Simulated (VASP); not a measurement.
# GdTiO (P-6m2) in VASP: notebook

The runs below take GdTiO through single point, relaxation of cell and atoms, with PBE.

Everything below comes from runs of VASP 6.6.1. Logs are shortened: lines on timing, memory, paths and dates and some standing lists are left out, and cuts for length are marked.

### 1 The cell of the first run

Symmetry: P-6m2, No. 187, hexagonal system. The conventional cell has a = 3.795 Å, b = 3.795 Å, c = 4.641 Å, α = 90.00°, β = 90.00°, γ = 120.00°. Within 4.2 Å of Gd (site symmetry -6m2) lie 6 Ti at 3.19 Å and 6 O at 3.19 Å and 6 Gd at 3.80 Å. Within 2.9 Å of Ti (site symmetry -6m2) lie 3 O at 2.19 Å. Within 2.9 Å of O (site symmetry -6m2) lie 3 Ti at 2.19 Å.

The cell was generated, and may not be a known phase.

### 2 Single point, PBE, collinear spin, ferromagnetic start

The input, INCAR:

```
SYSTEM = GdTiO
ALGO     = Normal         ! electronic algorithm
EDIFF    = 1E-6           ! SCF threshold, eV
ENCUT    = 520            ! plane-wave cutoff, eV
GGA      = PE             ! functional
ISIF     = 2              ! what is computed and relaxed
ISMEAR   = 0              ! smearing method
ISPIN    = 2              ! spin polarisation
LASPH    = .True.         ! aspherical terms in the spheres
LCHARG   = .True.         ! write CHGCAR
LELF     = .True.         ! ELF
LMAXMIX  = 6              ! l up to which the mixer works
LORBIT   = 11             ! projections on sites
LREAL    = .False.        ! projectors in reciprocal space
LVHAR    = .True.       
LWAVE    = .False.        ! write WAVECAR
MAGMOM   = 7 1 0          ! initial moments
NBANDS   = 29             ! bands
NELM     = 150            ! most SCF steps
PREC     = Accurate       ! precision mode
SIGMA    = 0.1            ! smearing width, eV
```

The input, KPOINTS:

```
k-points
0
Gamma
  6 6 4
  0 0 0
```

The input, POSCAR:

```
GdTiO
1.0
    3.7953991400      0.0000000000      0.0000000000
   -1.8976995700      3.2869120700      0.0000000000
    0.0000000000      0.0000000000      4.6411554900
Gd Ti O
1 1 1
Direct
    0.0000000000      0.0000000000      0.0000000000
    0.6666666700      0.3333333300      0.5000000000
    0.3333333300      0.6666666700      0.5000000000
```

Potentials or basis: VASP PAW PBE potentials, release 64 (Gd, Ti_sv, O).

Launch:

```
$ cat potpaw_PBE.64/Gd/POTCAR potpaw_PBE.64/Ti_sv/POTCAR potpaw_PBE.64/O/POTCAR > POTCAR
$ mpirun -np 1 vasp_std > vasp.out
```

OUTCAR:

```text
SYSTEM = GdTiO
   EDIFF = 1E-6
   ENCUT = 520
   GGA = PE
   ISIF = 2
   ISMEAR = 0
   ISPIN = 2
   LASPH = .True.
   LORBIT = 11
   LREAL = .False.
   NELM = 150
   PREC = Accurate

 ion  position               nearest neighbor table
   1  0.000  0.000  0.000-   2 3.19   2 3.19   2 3.19   2 3.19   2 3.19   2 3.19
   2  0.667  0.333  0.500-   3 2.19   3 2.19   3 2.19   1 3.19   1 3.19   1 3.19   1 3.19   1 3.19
                             1 3.19
   3  0.333  0.667  0.500-   2 2.19   2 2.19   2 2.19

  LATTYP: Found a hexagonal cell.
 ALAT       =     3.7953991400
 C/A-ratio  =     1.2228372613

  Lattice vectors:

 A1 = (   3.7953991400,   0.0000000000,   0.0000000000)
 A2 = (  -1.8976995700,   3.2869120700,   0.0000000000)
 A3 = (   0.0000000000,   0.0000000000,   4.6411554900)

Analysis of symmetry for initial positions (statically):
=====================================================================
 Subroutine PRICEL returns:
 Original cell was already a primitive cell.

 Routine SETGRP: Setting up the symmetry group for a
 hexagonal supercell.

 Subroutine GETGRP returns: Found 12 space group operations
 (whereof 12 operations were pure point group operations)
 out of a pool of 24 trial point group operations.

The static configuration has the point symmetry D_3h.

Analysis of symmetry for dynamics (positions and initial velocities):
=====================================================================
 Subroutine PRICEL returns:
 Original cell was already a primitive cell.

 Routine SETGRP: Setting up the symmetry group for a
 hexagonal supercell.

 Subroutine GETGRP returns: Found 12 space group operations
 (whereof 12 operations were pure point group operations)
 out of a pool of 24 trial point group operations.

The dynamic configuration has the point symmetry D_3h.

Analysis of structural, dynamic, and magnetic symmetry:
=====================================================================
 Subroutine PRICEL returns:
 Original cell was already a primitive cell.

 Routine SETGRP: Setting up the symmetry group for a
 hexagonal supercell.

 Subroutine GETGRP returns: Found 12 space group operations
 (whereof 12 operations were pure point group operations)
 out of a pool of 24 trial point group operations.

The overall configuration has the point symmetry D_3h.

 Subroutine INISYM returns: Found 12 space group operations
 (whereof 12 operations are pure point group operations),
 and found     1 'primitive' translations

----------------------------------------------------------------------------------------

                                     Primitive cell

  volume of cell :      57.8991

  direct lattice vectors                    reciprocal lattice vectors
     3.795399140  0.000000000  0.000000000     0.263476900  0.152118459  0.000000000
    -1.897699570  3.286912070  0.000000000     0.000000000  0.304236919  0.000000000
     0.000000000  0.000000000  4.641155490     0.000000000  0.000000000  0.215463585

  length of vectors
     3.795399140  3.795399138  4.641155490     0.304236918  0.304236919  0.215463585

  position of ions in fractional coordinates (direct lattice)
     0.000000000  0.000000000  0.000000000
     0.666666670  0.333333330  0.500000000
     0.333333330  0.666666670  0.500000000

  ion indices of the primitive-cell ions
   primitive index   ion index
                 1           1
                 2           2
                 3           3

----------------------------------------------------------------------------------------

 KPOINTS: k-points

Automatic generation of k-mesh.
 Grid dimensions read from file:
 generate k-points for:    6    6    4

 Generating k-lattice:

  Cartesian coordinates                     Fractional coordinates (reciprocal lattice)
     0.043912817  0.025353077  0.000000000     0.166666667  0.000000000  0.000000000
     0.000000000  0.050706153  0.000000000     0.000000000  0.166666667  0.000000000
     0.000000000  0.000000000  0.053865896     0.000000000  0.000000000  0.250000000

  Length of vectors
[... 43 lines left out ...]
   LORBIT       =     11    0 simple, 1 ext, 2 COOP (PROOUT), +10 PAW based schemes
   GGA     = PE    functional components
   LHFCALC =     F    Hartree Fock is set to
   AEXX    =    0.0000 exact exchange contribution
   IVDW    =     0    specifies the selected vdW correction
   LEPSILON=     F    determine dielectric tensor
   LRPA    =     F    only Hartree local field effects (RPA)
 spin polarized calculation
 Gauss-broadening in eV      SIGMA  =   0.10
  energy-cutoff  :      520.00
  volume of cell :       57.90
 maximum number of plane-waves:      1590
   NGX = 15   NGY = 15   NGZ = 17

 number of electron      36.0000000 magnetization       9.3392308

 Free energy of the ion-electron system (eV)
  ---------------------------------------------------
  ext. energy  EPLUGINS =         0.00000000
  ---------------------------------------------------
  free energy    TOTEN  =       -27.31043100 eV

  energy without entropy =      -27.29309136  energy(sigma->0) =      -27.30176118

 E-fermi :   5.2782     XC(G=0): -10.5433

 val. band max:        5.2720293790   @ k =   0.5000   0.0000   0.5000
 cond. band min:       5.2829548167   @ k =   0.5000   0.0000   0.5000
 fundamental gap:      0.0109254377
 Fermi energy:         5.2781671054

 spin component 1

 k-point     1 :       0.0000    0.0000    0.0000
  band No.  band energies     occupation
      1     -52.3746      1.00000
      2     -40.1602      1.00000
      3     -28.7088      1.00000
      4     -28.7088      1.00000
      5     -28.5360      1.00000
      6     -17.6918      1.00000
[... 639 lines left out ...]
      6     -17.6730      1.00000
[... 21 lines left out ...]
     28       8.4405      0.00000
     29       8.5455      0.00000
 Fermi energy:         5.2781671054

 spin component 2

 k-point     1 :       0.0000    0.0000    0.0000
  band No.  band energies     occupation
      1     -51.3012      1.00000
      2     -36.8704      1.00000
      3     -27.7023      1.00000
      4     -27.7023      1.00000
      5     -27.3060      1.00000
      6     -15.2102      1.00000
[... 661 lines left out ...]
     28       9.4293      0.00000
     29      10.0100      0.00000

------------------------ aborting loop because EDIFF is reached ----------------------------------------

  FORCE on cell =-STRESS in cart. coord.  units (eV):
  Direction    XX          YY          ZZ          XY          YZ          ZX
  --------------------------------------------------------------------------------------
  -------------------------------------------------------------------------------------
  Total       -4.2163413     -4.2163413      1.1031311      0.0000000      0.0000000     -0.0000000
  in kB     -116.6741608   -116.6741606     30.5257305      0.0000000      0.0000000     -0.0000000
  external PRESSURE =     -67.6075303 kB  Pullay stress =       0.0000000 kB

 VOLUME and BASIS-vectors are now :
 -----------------------------------------------------------------------------
  energy-cutoff  :      520.00
  volume of cell :       57.90
      direct lattice vectors                 reciprocal lattice vectors
     3.795399140  0.000000000  0.000000000     0.263476900  0.152118459  0.000000000
    -1.897699570  3.286912070  0.000000000     0.000000000  0.304236919  0.000000000
     0.000000000  0.000000000  4.641155490     0.000000000  0.000000000  0.215463585

 POSITION                                       TOTAL-FORCE (eV/Angst)
 -----------------------------------------------------------------------------------
      0.00000      0.00000      0.00000         0.000000     -0.000000      0.000000
      1.89770      1.09564      2.32058        -0.000000      0.000000      0.000000
     -0.00000      2.19127      2.32058         0.000000      0.000000      0.000000
 -----------------------------------------------------------------------------------
    total drift:                               -0.000015      0.000009      0.000000

  FREE ENERGIE OF THE ION-ELECTRON SYSTEM (eV)
  ---------------------------------------------------
  free  energy   TOTEN  =       -27.3104309970 eV

  energy  without entropy=      -27.2930913640  energy(sigma->0) =      -27.30176118

 total charge

# of ion       s       p       d       f       tot
--------------------------------------------------
    1        2.061   5.560   0.598   7.023  15.242
    2        2.185   6.069   1.939   0.000  10.193
    3        1.572   3.328   0.000   0.000   4.899
--------------------------------------------------
tot          5.818  14.957   2.537   7.023  30.335

 magnetization (x)

# of ion       s       p       d       f       tot
--------------------------------------------------
    1        0.013  -0.062   0.330   6.780   7.060
    2        0.031   0.033   1.083   0.000   1.147
    3        0.013  -0.021   0.000   0.000  -0.009
--------------------------------------------------
tot          0.057  -0.051   1.413   6.780   8.199
```

Run time: 4.6 min. Hardware: 1 thread of Intel Xeon 8259CL, shared host; peak memory 0.24 GiB.

Results:

```
Free energy                                           : -27.3104 eV
Pressure                                              : -6.8 GPa
Net moment                                            : 9.34 μB per cell
Site moments                                          : Gd +7.06; Ti +1.15; O -0.01 μB
Valence electrons inside the program's atomic spheres : Gd 15.24; Ti 10.19; O 4.90
```

Levels at points of the mesh, in eV from the Fermi level:
Spin up:
```
           k point  band 20  band 21  band 22  band 23  band 24  band 25  band 26  band 27
(0.00, 0.00, 0.00)    -4.10    -1.49    -0.12    -0.12     1.24     1.24     2.12     2.54
(0.50, 0.00, 0.00)    -2.08    -1.02    -0.86     0.54     0.60     0.91     1.20     2.71
(0.00, 0.00, 0.50)    -1.34    -0.62    -0.62    -0.27     0.66     1.58     1.58     2.21
(0.50, 0.00, 0.50)    -1.22    -1.11    -0.03    -0.01     0.00     0.54     2.22     2.43
```
Spin down:
```
           k point  band 11  band 12  band 13  band 14  band 15  band 16
(0.00, 0.00, 0.00)    -5.30    -4.44    -3.21    -0.12     0.30     0.30
(0.50, 0.00, 0.00)    -4.86    -4.71    -1.29     0.13     0.40     0.42
(0.00, 0.00, 0.50)    -5.33    -5.33    -0.88     0.13     0.41     0.45
(0.50, 0.00, 0.50)    -4.93    -4.79    -0.36    -0.22     0.38     0.42
```

Caveat: the stress differs along the axes, from -12 to 3 GPa; spin-orbit coupling is left out, which moves the levels of the heavy elements; a cell with one magnetic atom can't hold antiferromagnetic order, which such compounds often take; semilocal functionals describe open f shells poorly, which spoils levels, moments and volumes. With open d or f shells a metallic result of PBE can be an artefact of self-interaction; +U or a hybrid may open a gap.

### 3 Single point, PBE, collinear spin, ferromagnetic start

This run uses another cell than the first one, of 19.61 Å³/atom.

The input, INCAR:

```
PREC = Accurate
ENCUT = 520
EDIFF = 1E-6
ISMEAR = 0
SIGMA = 0.1
LREAL = F
LASPH = T
NELM = 150
ALGO = Normal
ISIF = 2
LWAVE = F
LCHARG = T
ISPIN = 2
MAGMOM = 7 1 0
LORBIT = 11
LMAXMIX = 6
GGA = PE
LELF = T
LVHAR = T
NBANDS = 29
```

The input, KPOINTS:

```
regular mesh
0
Gamma
  6 6 4
```

The input, POSCAR:

```
GdTiO
1.0
    3.3610618385      0.0000000000      0.0000000000
   -1.6805309193      2.9107649358      0.0000000000
    0.0000000000      0.0000000000      6.0146212409
Gd Ti O
1 1 1
Direct
    0.0000000000      0.0000000000      0.0000000000
    0.6666666667      0.3333333333      0.5000000000
    0.3333333333      0.6666666667      0.5000000000
```

Potentials or basis: VASP PAW PBE potentials, release 64 (Gd, Ti_sv, O).

Launch:

```
$ cat potpaw_PBE.64/Gd/POTCAR potpaw_PBE.64/Ti_sv/POTCAR potpaw_PBE.64/O/POTCAR > POTCAR
$ mpirun -np 1 vasp_std > vasp.out
```

It took 5 min on 1 thread of Intel Xeon 8259CL, shared host; peak memory 0.26 GiB.

The run converged. Its results:

```yaml
Free_energy: -28.2606 eV
Pressure: 0.3 GPa
Net_moment: 7.84 μB per cell
Site_moments: Gd +6.98; Ti +0.20; O -0.00 μB
Valence_electrons_inside_the_program's_atomic_spheres: Gd 15.26; Ti 10.29; O 5.03
```

Stress tensor (GPa, compression positive):
```
0.37 0.00 0.00
0.00 0.37 0.00
0.00 0.00 0.06
```

Levels at points of the mesh, in eV from the Fermi level:
Spin up:
```tsv
k point	band 17	band 18	band 19	band 20	band 21	band 22	band 23	band 24	band 25	band 26
(0.00, 0.00, 0.00)	-4.75	-4.75	-4.69	-4.49	-1.10	0.79	0.79	1.36	1.61	1.61
(0.50, 0.00, 0.00)	-4.75	-4.75	-4.75	-2.20	-0.56	-0.48	0.23	0.25	0.94	2.03
(0.00, 0.00, 0.50)	-4.76	-4.76	-4.69	-3.13	-1.56	0.65	0.65	0.81	1.51	1.84
(0.50, 0.00, 0.50)	-4.75	-4.75	-4.75	-1.94	-1.73	0.01	0.02	0.47	1.90	2.13
```
Spin down:
```
           k point  band 11  band 12  band 13  band 14  band 15  band 16  band 17  band 18
(0.00, 0.00, 0.00)    -6.83    -5.60    -3.76    -0.26     0.26     0.40     0.50     0.50
(0.50, 0.00, 0.00)    -5.91    -5.58    -1.43     0.00     0.05     0.31     0.48     0.48
(0.00, 0.00, 0.50)    -6.83    -6.05    -2.27    -1.23     0.26     0.44     0.55     0.55
(0.50, 0.00, 0.50)    -5.89    -5.58    -1.31    -1.02     0.23     0.42     0.45     0.47
```

Caveat: spin-orbit coupling is left out, which moves the levels of the heavy elements; a cell with one magnetic atom can't hold antiferromagnetic order, which such compounds often take; semilocal functionals describe open f shells poorly, which spoils levels, moments and volumes. With open d or f shells a metallic result of PBE can be an artefact of self-interaction; +U or a hybrid may open a gap.

### 4 Relaxation of cell and atoms, PBE, collinear spin, ferromagnetic start

The input, INCAR:

```
ALGO = Normal
EDIFF = 1E-6
EDIFFG = -0.04
ENCUT = 600
GGA = PE
IBRION = 2
ISIF = 3
ISMEAR = 0
ISPIN = 2
LASPH = T
LCHARG = F
LMAXMIX = 6
LORBIT = 11
LREAL = F
LWAVE = F
MAGMOM = 7 1 0
NELM = 150
NSW = 90
PREC = Accurate
SIGMA = 0.1
```

The input, KPOINTS:

```
k-points
0
Gamma
  6 6 4
```

The input, POSCAR:

```
GdTiO
1.0
    3.7953991400      0.0000000000      0.0000000000
   -1.8976995700      3.2869120700      0.0000000000
    0.0000000000      0.0000000000      4.6411554900
Gd Ti O
1 1 1
Direct
    0.0000000000      0.0000000000      0.0000000000
    0.6666666700      0.3333333300      0.5000000000
    0.3333333300      0.6666666700      0.5000000000
```

Launch:

```
$ cat potpaw_PBE.64/Gd/POTCAR potpaw_PBE.64/Ti_sv/POTCAR potpaw_PBE.64/O/POTCAR > POTCAR
$ mpirun -np 1 vasp_std > vasp.out
```

Wall time 75 min (1 thread of Intel Xeon 8259CL, shared host); peak memory 0.29 GiB.

It converged, with:

```yaml
Free_energy: -28.2433 eV
Energy_gained_by_relaxing: 309.7 meV/atom
Ionic_steps: 12
Pressure_after_relaxing: 0.1 GPa
Net_moment: 6.96 μB per cell
Site_moments: Gd +6.89; Ti -0.30; O +0.02 μB
Valence_electrons_inside_the_program's_atomic_spheres: Gd 15.27; Ti 10.29; O 5.04
```

The path:
| step | energy change (eV) | largest force (eV/Å) | pressure (GPa) | volume (Å³) |
| --- | --- | --- | --- | --- |
| 1 | 0.0000 | 0.0000 | -6.93 | 57.90 |
| 2 | -0.3823 | 0.0000 | 3.39 | 51.05 |
| 3 | -0.3854 | 0.0000 | 5.15 | 50.39 |
| 4 | -0.6225 | 0.0000 | 4.74 | 51.69 |
| 5 | -0.6486 | 0.0000 | 11.67 | 54.13 |
| 6 | -0.8230 | 0.0000 | 6.48 | 53.08 |
| 7 | -0.8310 | 0.0000 | 8.00 | 53.51 |
| 8 | -0.9033 | 0.0000 | -2.52 | 60.64 |
| 9 | -0.9249 | 0.0000 | 0.43 | 58.14 |
| 10 | -0.9249 | 0.0000 | 0.65 | 58.05 |
| 11 | -0.9289 | 0.0000 | 0.25 | 57.93 |
| 12 | -0.9291 | 0.0000 | 0.12 | 57.90 |

Final structure:
```cif
data_structure
_symmetry_space_group_name_H-M 'P 1'
_symmetry_Int_Tables_number 1
_cell_length_a 3.3647
_cell_length_b 3.3647
_cell_length_c 5.9056
_cell_angle_alpha 90.000
_cell_angle_beta 90.000
_cell_angle_gamma 120.000
_cell_volume 57.90
loop_
_atom_site_label
_atom_site_type_symbol
_atom_site_fract_x
_atom_site_fract_y
_atom_site_fract_z
_atom_site_occupancy
Gd1 Gd 0.00000 0.00000 0.00000 1
Ti1 Ti 0.66667 0.33333 0.50000 1
O1 O 0.33333 0.66667 0.50000 1
```

Levels at points of the mesh, in eV from the Fermi level:
Spin up:
```
           k point  band 19  band 20  band 21  band 22  band 23  band 24
(0.00, 0.00, 0.00)    -4.60    -4.39    -0.90     1.07     1.07     1.56
(0.50, 0.00, 0.00)    -4.65    -2.11    -0.43    -0.30     0.40     0.44
(0.00, 0.00, 0.50)    -4.60    -2.98    -1.34     0.86     0.86     0.99
(0.50, 0.00, 0.50)    -4.65    -1.83    -1.67     0.16     0.29     0.76
```
Spin down:
| k point | band 12 | band 13 | band 14 | band 15 | band 16 | band 17 |
| --- | --- | --- | --- | --- | --- | --- |
| (0.00, 0.00, 0.00) | -5.62 | -3.87 | -0.35 | 0.30 | 0.46 | 0.48 |
| (0.50, 0.00, 0.00) | -5.62 | -1.55 | -0.21 | 0.03 | 0.28 | 0.30 |
| (0.00, 0.00, 0.50) | -6.12 | -2.28 | -1.28 | 0.30 | 0.48 | 0.60 |
| (0.50, 0.00, 0.50) | -5.62 | -1.41 | -1.09 | 0.01 | 0.31 | 0.37 |

Caveat: a cell axis changed by over 15 % at a fixed basis, so the end point is rough; spin-orbit coupling is left out, which moves the levels of the heavy elements; a cell with one magnetic atom can't hold antiferromagnetic order, which such compounds often take; semilocal functionals describe open f shells poorly, which spoils levels, moments and volumes. The state reached can hang on the start; a lower one may exist.

### 5 The runs side by side

```tsv
task	cell	cutoff (eV)	gap on the mesh (eV)	pressure (GPa)	moment (μB)
single point	a = 3.795, b = 3.795, c = 4.641 Å, angles 90.0, 90.0, 120.0°, 3 atoms	520	none	-6.8	9.34
single point	a = 3.361, b = 3.361, c = 6.015 Å, angles 90.0, 90.0, 120.0°, 3 atoms	520	none	0.3	7.84
relaxation of cell and atoms	relaxed from a = 3.795, b = 3.795, c = 4.641 Å, angles 90.0, 90.0, 120.0°, 3 atoms	600	none	0.1	6.96
```

Alike in all rows: level PBE; potentials or basis VASP PAW PBE potentials, release 64 (Gd, Ti_sv, O); spin collinear, ferromagnetic start; k mesh 6 × 6 × 4; smearing gaussian 0.1 eV.

Caveats: spin-orbit coupling is left out, which moves the levels of the heavy elements; a cell with one magnetic atom can't hold antiferromagnetic order, which such compounds often take; semilocal functionals describe open f shells poorly, which spoils levels, moments and volumes; the stress differs along the axes, from -12 to 3 GPa (at least some runs); a cell axis changed by over 15 % at a fixed basis, so the end point is rough (at least some runs).

Total energies depend on the potentials used, so only differences within one code and one set of settings carry meaning.

The gap in the log of VASP goes by the Fermi energy; the results here count the filled bands.